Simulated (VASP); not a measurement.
# WS2 (R3m) in VASP: a series of runs

Runs on WS2. Level: LDA. Tasks: electric field gradients.

Program: VASP 6.6.1. These are calculated values, not measurements. Logs are shortened: lines on timing, memory, paths and dates and some standing lists are left out, and cuts for length are marked.

## (1) The cell of the first run

It takes space group R3m (No. 160, trigonal). The conventional cell has a = 2.609 Å, b = 2.609 Å, c = 15.952 Å, α = 90.00°, β = 90.00°, γ = 120.00°. W (site symmetry 3m) has 6 S at 1.98 Å within 2.6 Å. S (site symmetry 3m) has 3 W at 1.98 Å and 1 S at 2.56 Å within 2.6 Å. S (site symmetry 3m) has 3 W at 1.98 Å and 1 S at 2.56 Å within 2.6 Å.

## (2) Electric field gradients, LDA (volume scaled by 0.55)

Input file INCAR:

```
PREC = Accurate ; ENCUT = 520
EDIFF = 1E-8 ; ISMEAR = -1
SIGMA = 0.03 ; LREAL = False
LASPH = True ; NELM = 60
ALGO = Normal ; ISIF = 2
LWAVE = False ; LCHARG = False
LEFG = True ; NBANDS = 20
```

Input file KPOINTS:

```
Automatic mesh
0
Gamma
  10 10 10
```

Input file POSCAR:

```
WS2
1.0
    1.3047144382      0.7532772321      5.3172316554
   -1.3047144382      0.7532772321      5.3172316554
    0.0000000000     -1.5065544642      5.3172316554
W S
1 2
Direct
    0.9993321300      0.9993321300      0.9993321300
    0.5858876800      0.5858876800      0.5858876800
    0.7460801900      0.7460801900      0.7460801900
```

Potentials or basis: VASP PAW LDA potentials, release 64 (W_sv, S).

On the command line:

```sh
> cat potpaw_LDA.64/W_sv/POTCAR potpaw_LDA.64/S/POTCAR > POTCAR
> mpirun -np 1 vasp_std > vasp.out
```

OUTCAR:

```text
PREC = Accurate
   ENCUT = 520
   EDIFF = 1E-8
   ISMEAR = -1
   LREAL = False
   LASPH = True
   NELM = 60
   ISIF = 2

 ion  position               nearest neighbor table
   1  0.999  0.999  0.999-   3 1.98   3 1.98   3 1.98   2 1.98   2 1.98   2 1.98
   2  0.586  0.586  0.586-   1 1.98   1 1.98   1 1.98   3 2.56
   3  0.746  0.746  0.746-   1 1.98   1 1.98   1 1.98   2 2.56

  LATTYP: Found a trigonal (rhomboedric) cell.
 ALAT       =     5.5265413082
 COS(alpha) =     0.8885310035

  Lattice vectors:

 A1 = (   1.3047144382,   0.7532772321,   5.3172316554)
 A2 = (  -1.3047144382,   0.7532772321,   5.3172316554)
 A3 = (   0.0000000000,  -1.5065544642,   5.3172316554)

Analysis of symmetry for initial positions (statically):
=====================================================================
 Subroutine PRICEL returns:
 Original cell was already a primitive cell.

 Routine SETGRP: Setting up the symmetry group for a
 trigonal (rhombohedral) supercell.

 Subroutine GETGRP returns: Found  6 space group operations
 (whereof  6 operations were pure point group operations)
 out of a pool of 12 trial point group operations.

The static configuration has the point symmetry C_3v.

Analysis of symmetry for dynamics (positions and initial velocities):
=====================================================================
 Subroutine PRICEL returns:
 Original cell was already a primitive cell.

 Routine SETGRP: Setting up the symmetry group for a
 trigonal (rhombohedral) supercell.

 Subroutine GETGRP returns: Found  6 space group operations
 (whereof  6 operations were pure point group operations)
 out of a pool of 12 trial point group operations.

The dynamic configuration has the point symmetry C_3v.

 Subroutine INISYM returns: Found  6 space group operations
 (whereof  6 operations are pure point group operations),
 and found     1 'primitive' translations

----------------------------------------------------------------------------------------

                                     Primitive cell

  volume of cell :      31.3550

  direct lattice vectors                    reciprocal lattice vectors
     1.304714438  0.753277232  5.317231655     0.383225620  0.221255415  0.062689263
    -1.304714438  0.753277232  5.317231655    -0.383225620  0.221255415  0.062689263
     0.000000000 -1.506554464  5.317231655     0.000000000 -0.442510830  0.062689263

  length of vectors
     5.526541308  5.526541308  5.526541308     0.446929277  0.446929277  0.446929277

  position of ions in fractional coordinates (direct lattice)
     0.999332130  0.999332130  0.999332130
     0.585887680  0.585887680  0.585887680
     0.746080190  0.746080190  0.746080190

  ion indices of the primitive-cell ions
   primitive index   ion index
                 1           1
                 2           2
                 3           3

----------------------------------------------------------------------------------------

 KPOINTS: Automatic mesh

Automatic generation of k-mesh.
 Grid dimensions read from file:
 generate k-points for:   10   10   10

 Generating k-lattice:

  Cartesian coordinates                     Fractional coordinates (reciprocal lattice)
     0.038322562  0.022125542  0.006268926     0.100000000 -0.000000000  0.000000000
    -0.038322562  0.022125542  0.006268926    -0.000000000  0.100000000  0.000000000
     0.000000000 -0.044251083  0.006268926     0.000000000  0.000000000  0.100000000

  Length of vectors
     0.044692928  0.044692928  0.044692928

  Shift w.r.t. Gamma in fractional coordinates (k-lattice)
     0.000000000  0.000000000  0.000000000

 Subroutine IBZKPT returns following result:
 ===========================================

 Found    116 irreducible k-points:

 Following reciprocal coordinates:
            Coordinates               Weight
  0.000000  0.000000  0.000000      1.000000
  0.100000  0.000000  0.000000      6.000000
  0.200000  0.000000  0.000000      6.000000
  0.300000 -0.000000  0.000000      6.000000
  0.400000  0.000000  0.000000      6.000000
  0.500000 -0.000000  0.000000      3.000000
[... 16 lines left out ...]
  0.300000  0.300000  0.000000      6.000000
  0.400000  0.300000  0.000000     12.000000
 [... further k-points ...]
   k-points           NKPTS =    116   k-points in BZ     NKDIM =    116   number of bands    NBANDS=     20
   number of dos      NEDOS =    301   number of ions     NIONS =      3
   total plane-waves  NPLWV =  74088
   dimension x,y,z NGX =    42 NGY =   42 NGZ =   42
   dimension x,y,z NGXF=    84 NGYF=   84 NGZF=   84
   ions per type =               1   2
   NGX,Y,Z   is equivalent  to a cutoff of  12.63, 12.63, 12.63 a.u.
   NGXF,Y,Z  is equivalent  to a cutoff of  25.27, 25.27, 25.27 a.u.
 SYSTEM =  unknown system
   PREC   = accura    normal or accurate (medium, high low for compatibility)
   ISTART =      0    job   : 0-new  1-cont  2-samecut
   ICHARG =      2    charge: 1-file 2-atom 10-const
   ISPIN  =      1    spin polarized calculation?
   LNONCOLLINEAR =      F non collinear calculations
   LSORBIT =      F    spin-orbit coupling
   LASPH  =      T    aspherical Exc in radial PAW
   ENCUT  =  520.0 eV  38.22 Ry    6.18 a.u.  10.28 10.28 10.28*2*pi/ulx,y,z
   NELM   =     60;   NELMIN=  2; NELMDL= -5     # of ELM steps
   EDIFF  = 0.1E-07   stopping-criterion for ELM
   LREAL  =      F    real-space projection
   EDIFFG = 0.1E-06   stopping-criterion for IOM
   NSW    =      0    number of steps for IOM
   IBRION =     -1    ionic relax: 0-MD 1-quasi-New 2-CG
   NFREE  =      0    steps in history (QN), initial steepest desc. (CG)
   ISIF   =      2    stress and relaxation
   ISYM   =      2    0-nonsym 1-usesym 2-fastsym
   POTIM  = 0.5000    time-step for ionic-motion
   TEBEG  =    0.0;   TEEND  =   0.0 temperature during run
   PSTRESS=    0.0 pullay stress
   NELECT =      26.0000    total number of electrons
   NUPDOWN=      -1.0000    fix difference up-down
   EMIN   =  10.00;   EMAX   =-10.00  energy-range for DOS
   EFERMI =   0.00;   METHOD = LEGACY
   ISMEAR =    -1;   SIGMA  =   0.03  broadening in eV -4-tet -1-fermi 0-gaus
   EFERMI_NEDOS =   21; number of points for ismear=-14 and -15
   IALGO  =     38    algorithm
   IMIX   =      4    mixing-type and parameters
     AMIX     =   0.40;   BMIX     =  1.00
     AMIX_MAG =   1.60;   BMIX_MAG =  1.00
  volume/ion in A,a.u.               =      10.45        70.53
  Fermi-wavevector in a.u.,A,eV,Ry     =   1.538026  2.906447 32.184891  2.365523
  Thomas-Fermi vector in A             =   2.644452
   LORBIT       =      0    0 simple, 1 ext, 2 COOP (PROOUT), +10 PAW based schemes
   GGA     = CA    functional components
   LHFCALC =     F    Hartree Fock is set to
   AEXX    =    0.0000 exact exchange contribution
   IVDW    =     0    specifies the selected vdW correction
   LEPSILON=     F    determine dielectric tensor
   LRPA    =     F    only Hartree local field effects (RPA)
 non-spin polarized calculation
  energy-cutoff  :      520.00
  volume of cell :       31.36
 maximum number of plane-waves:       861
 NGX is ok and might be reduce to    42
   NGX = 21   NGY = 21   NGZ = 21

 number of electron      25.9999999 magnetization

 Free energy of the ion-electron system (eV)
  ---------------------------------------------------
  ext. energy  EPLUGINS =         0.00000000
  ---------------------------------------------------
  free energy    TOTEN  =       -12.30804739 eV

  energy without entropy =      -12.30801827  energy(sigma->0) =      -12.30803283

 E-fermi :  16.1693     XC(G=0): -13.8115

 val. band max:       16.0803658800   @ k =   0.5000   0.5000   0.5000
 cond. band min:      16.3129981006   @ k =  -0.2000   0.2000   0.0000
 fundamental gap:      0.2326322206
 Fermi energy:        16.1692510370

 k-point     1 :       0.0000    0.0000    0.0000
  band No.  band energies     occupation
      1     -58.3486      2.00000
      2     -24.4581      2.00000
      3     -22.5409      2.00000
      4     -22.5409      2.00000
      5      -4.7208      2.00000
      6       0.3163      2.00000
[... 12 lines left out ...]
     19      26.2441      0.00000
     20      26.9401      0.00000
[... 507 lines left out ...]
 k-point    24 :       0.4000    0.3000    0.0000
  band No.  band energies     occupation
      1     -58.1076      2.00000
      2     -24.8133      2.00000
      3     -23.9065      2.00000
      4     -23.2027      2.00000
      5      -0.8129      2.00000
      6      -0.4639      2.00000
[... 12 lines left out ...]
     19      25.6466      0.00000
     20      27.2065      0.00000

 [... further k-points ...]
[... 5 lines left out ...]
  --------------------------------------------------------------------------------------
  -------------------------------------------------------------------------------------
  Total       58.4648206     58.4648206     60.7630217      0.0000000     -0.0000000     -0.0000000
  in kB     2987.4322344   2987.4322343   3104.8655892      0.0000000     -0.0000000     -0.0000000
  external PRESSURE =    3026.5766860 kB  Pullay stress =       0.0000000 kB

 VOLUME and BASIS-vectors are now :
 -----------------------------------------------------------------------------
  energy-cutoff  :      520.00
  volume of cell :       31.36
      direct lattice vectors                 reciprocal lattice vectors
     1.304714438  0.753277232  5.317231655     0.383225620  0.221255415  0.062689263
    -1.304714438  0.753277232  5.317231655    -0.383225620  0.221255415  0.062689263
     0.000000000 -1.506554464  5.317231655     0.000000000 -0.442510830  0.062689263

 POSITION                                       TOTAL-FORCE (eV/Angst)
 -----------------------------------------------------------------------------------
      0.00000      0.00000     15.94104         0.000000      0.000000     -0.007205
      0.00000      0.00000      9.34590         0.000000      0.000000    -22.852907
      0.00000      0.00000     11.90124         0.000000      0.000000     22.860112
 -----------------------------------------------------------------------------------
    total drift:                                0.000000      0.000000     -0.000081

  FREE ENERGIE OF THE ION-ELECTRON SYSTEM (eV)
  ---------------------------------------------------
  free  energy   TOTEN  =       -12.3080473908 eV

  energy  without entropy=      -12.3080182748  energy(sigma->0) =      -12.30803283

 Electric field gradients (V/A^2)
---------------------------------------------------------------------
 ion       V_xx      V_yy      V_zz      V_xy      V_xz      V_yz
---------------------------------------------------------------------
   1     128.526   128.526  -257.053     0.000     0.000    -0.000
   2      40.877    40.877   -81.753    -0.000     0.000     0.000
   3      43.505    43.505   -87.010    -0.000    -0.000    -0.000
---------------------------------------------------------------------

 Electric field gradients after diagonalization (V/A^2)
 (convention: |V_zz| > |V_xx| > |V_yy|)
----------------------------------------------------------------------
 ion       V_xx      V_yy      V_zz     asymmetry (V_yy - V_xx)/ V_zz
----------------------------------------------------------------------
   1     128.526   128.526  -257.053       0.000
   2      40.877    40.877   -81.753       0.000
   3      43.505    43.505   -87.010       0.000
----------------------------------------------------------------------

           NMR quadrupolar parameters

 Cq : quadrupolar parameter    Cq=e*Q*V_zz/h
 eta: asymmetry parameters     (V_yy - V_xx)/ V_zz
 Q  : nuclear electric quadrupole moment in mb (millibarn)
----------------------------------------------------------------------
 ion       Cq(MHz)       eta       Q (mb)
----------------------------------------------------------------------
   1      -0.622       0.000       1.000
   2      -0.198       0.000       1.000
   3      -0.210       0.000       1.000
----------------------------------------------------------------------
```

Wall time 3.3 min (1 thread of Intel Xeon Platinum 8488C (Sapphire Rapids), shared host); peak memory 0.26 GiB.

What came out:

| Quantity | Value |
| --- | --- |
| Free energy | -12.3080 eV |
| Pressure | 302.7 GPa |
| Largest force | 22.860 eV/Å |
| Band gap on the k mesh | 0.23 eV, indirect (least direct gap 2.17 eV) |

Forces in eV/Å, atoms in the order of the input:
```
W     0.000   0.000  -0.007
S     0.000   0.000 -22.853
S     0.000   0.000  22.860
```

Electric field gradients, principal values (V/Å²):
| atom | least | middle | greatest (by size) |
| --- | --- | --- | --- |
| 1 W | 128.526 | 128.526 | -257.053 |
| 2 S | 40.877 | 40.877 | -81.753 |
| 3 S | 43.505 | 43.505 | -87.010 |

Caveat: without QUAD_EFG the Cq values of the log hold for a quadrupole moment of 1 mb, not for the nuclei; spin-orbit coupling is left out, which moves the levels of the heavy elements; forces of over 1 eV/Å act on the atoms, so gaps and moduli don't describe the material at rest. A k mesh can miss the band edges.

## (3) Electric field gradients, LDA (volume scaled by 0.55)

Input file INCAR:

```
  PREC = Accurate
  ENCUT = 520
  EDIFF = 1E-8
  ISMEAR = -1
  SIGMA = 0.03
  LREAL = F
  LASPH = T
  NELM = 80
  ALGO = Normal
  ISIF = 2
  LWAVE = F
  LCHARG = F
  GGA = CA
  LEFG = T
  NBANDS = 20
```

Input file KPOINTS:

```
regular mesh
0
Gamma
  10 10 10
```

POSCAR is that of step 2.

Potentials or basis: VASP PAW LDA potentials, release 64 (W_sv, S).

On the command line:

```sh
> cat potpaw_LDA.64/W_sv/POTCAR potpaw_LDA.64/S/POTCAR > POTCAR
> mpirun -np 1 vasp_std > vasp.out
```

OUTCAR:

```text
PREC = Accurate
   ENCUT = 520
   EDIFF = 1E-8
   ISMEAR = -1
   LREAL = F
   LASPH = T
   NELM = 80
   ISIF = 2
   GGA = CA

 ion  position               nearest neighbor table
   1  0.999  0.999  0.999-   3 1.98   3 1.98   3 1.98   2 1.98   2 1.98   2 1.98
   2  0.586  0.586  0.586-   1 1.98   1 1.98   1 1.98   3 2.56
   3  0.746  0.746  0.746-   1 1.98   1 1.98   1 1.98   2 2.56

  LATTYP: Found a trigonal (rhomboedric) cell.
 ALAT       =     5.5265413082
 COS(alpha) =     0.8885310035

  Lattice vectors:

 A1 = (   1.3047144382,   0.7532772321,   5.3172316554)
 A2 = (  -1.3047144382,   0.7532772321,   5.3172316554)
 A3 = (   0.0000000000,  -1.5065544642,   5.3172316554)

Analysis of symmetry for initial positions (statically):
=====================================================================
 Subroutine PRICEL returns:
 Original cell was already a primitive cell.

 Routine SETGRP: Setting up the symmetry group for a
 trigonal (rhombohedral) supercell.

 Subroutine GETGRP returns: Found  6 space group operations
 (whereof  6 operations were pure point group operations)
 out of a pool of 12 trial point group operations.

The static configuration has the point symmetry C_3v.

Analysis of symmetry for dynamics (positions and initial velocities):
=====================================================================
 Subroutine PRICEL returns:
 Original cell was already a primitive cell.

 Routine SETGRP: Setting up the symmetry group for a
 trigonal (rhombohedral) supercell.

 Subroutine GETGRP returns: Found  6 space group operations
[... 158 lines left out ...]
 Fermi energy:        16.1692510370

 k-point     1 :       0.0000    0.0000    0.0000
  band No.  band energies     occupation
      1     -58.3486      2.00000
      2     -24.4581      2.00000
      3     -22.5409      2.00000
      4     -22.5409      2.00000
      5      -4.7208      2.00000
      6       0.3163      2.00000
[... 541 lines left out ...]
     19      25.6466      0.00000
     20      27.2065      0.00000

 [... further k-points ...]
[... 5 lines left out ...]
  --------------------------------------------------------------------------------------
  -------------------------------------------------------------------------------------
  Total       58.4648206     58.4648206     60.7630217      0.0000000     -0.0000000     -0.0000000
  in kB     2987.4322344   2987.4322343   3104.8655892      0.0000000     -0.0000000     -0.0000000
  external PRESSURE =    3026.5766860 kB  Pullay stress =       0.0000000 kB

 VOLUME and BASIS-vectors are now :
 -----------------------------------------------------------------------------
  energy-cutoff  :      520.00
  volume of cell :       31.36
      direct lattice vectors                 reciprocal lattice vectors
     1.304714438  0.753277232  5.317231655     0.383225620  0.221255415  0.062689263
    -1.304714438  0.753277232  5.317231655    -0.383225620  0.221255415  0.062689263
     0.000000000 -1.506554464  5.317231655     0.000000000 -0.442510830  0.062689263

 POSITION                                       TOTAL-FORCE (eV/Angst)
 -----------------------------------------------------------------------------------
      0.00000      0.00000     15.94104         0.000000      0.000000     -0.007205
      0.00000      0.00000      9.34590         0.000000      0.000000    -22.852907
      0.00000      0.00000     11.90124         0.000000      0.000000     22.860112
 -----------------------------------------------------------------------------------
    total drift:                                0.000000      0.000000     -0.000081

  FREE ENERGIE OF THE ION-ELECTRON SYSTEM (eV)
  ---------------------------------------------------
  free  energy   TOTEN  =       -12.3080473908 eV

  energy  without entropy=      -12.3080182748  energy(sigma->0) =      -12.30803283

 Electric field gradients (V/A^2)
---------------------------------------------------------------------
 ion       V_xx      V_yy      V_zz      V_xy      V_xz      V_yz
---------------------------------------------------------------------
   1     128.526   128.526  -257.053     0.000     0.000    -0.000
   2      40.877    40.877   -81.753    -0.000     0.000     0.000
   3      43.505    43.505   -87.010    -0.000    -0.000    -0.000
---------------------------------------------------------------------

 Electric field gradients after diagonalization (V/A^2)
 (convention: |V_zz| > |V_xx| > |V_yy|)
----------------------------------------------------------------------
 ion       V_xx      V_yy      V_zz     asymmetry (V_yy - V_xx)/ V_zz
----------------------------------------------------------------------
   1     128.526   128.526  -257.053       0.000
   2      40.877    40.877   -81.753       0.000
   3      43.505    43.505   -87.010       0.000
----------------------------------------------------------------------

           NMR quadrupolar parameters

 Cq : quadrupolar parameter    Cq=e*Q*V_zz/h
 eta: asymmetry parameters     (V_yy - V_xx)/ V_zz
 Q  : nuclear electric quadrupole moment in mb (millibarn)
----------------------------------------------------------------------
 ion       Cq(MHz)       eta       Q (mb)
----------------------------------------------------------------------
   1      -0.622       0.000       1.000
   2      -0.198       0.000       1.000
   3      -0.210       0.000       1.000
----------------------------------------------------------------------
```

It took 3.3 min on 1 thread of Intel Xeon Platinum 8488C (Sapphire Rapids), shared host; peak memory 0.26 GiB.

Results:

| Item | Value |
| --- | --- |
| Free energy | -12.3080 eV |
| Pressure | 302.7 GPa |
| Largest force | 22.860 eV/Å |
| Band gap on the k mesh | 0.23 eV, indirect (least direct gap 2.17 eV) |

Forces in eV/Å, atoms in the order of the input:
```
W     0.000   0.000  -0.007
S     0.000   0.000 -22.853
S     0.000   0.000  22.860
```

Levels at points of the mesh, in eV from the valence-band top:
| k point | band 11 | band 12 | band 13 | band 14 | band 15 | band 16 |
| --- | --- | --- | --- | --- | --- | --- |
| (0.00, 0.00, 0.00) | -4.37 | -4.07 | -2.22 | 2.90 | 2.90 | 4.72 |
| (0.50, 0.00, 0.00) | -3.74 | -2.56 | -1.77 | 3.00 | 3.06 | 3.97 |
| (0.50, 0.50, 0.00) | -5.02 | -2.07 | -1.90 | 2.38 | 3.86 | 4.22 |
| (0.50, 0.50, 0.50) | -4.35 | -4.35 | 0.00 | 3.02 | 3.02 | 4.82 |

Electric field gradients, principal values (V/Å²):
```tsv
atom	least	middle	greatest (by size)
1 W	128.526	128.526	-257.053
2 S	40.877	40.877	-81.753
3 S	43.505	43.505	-87.010
```

Caveat: without QUAD_EFG the Cq values of the log hold for a quadrupole moment of 1 mb, not for the nuclei; spin-orbit coupling is left out, which moves the levels of the heavy elements; forces of over 1 eV/Å act on the atoms, so gaps and moduli don't describe the material at rest.

(Continued in part 2 of 3.)
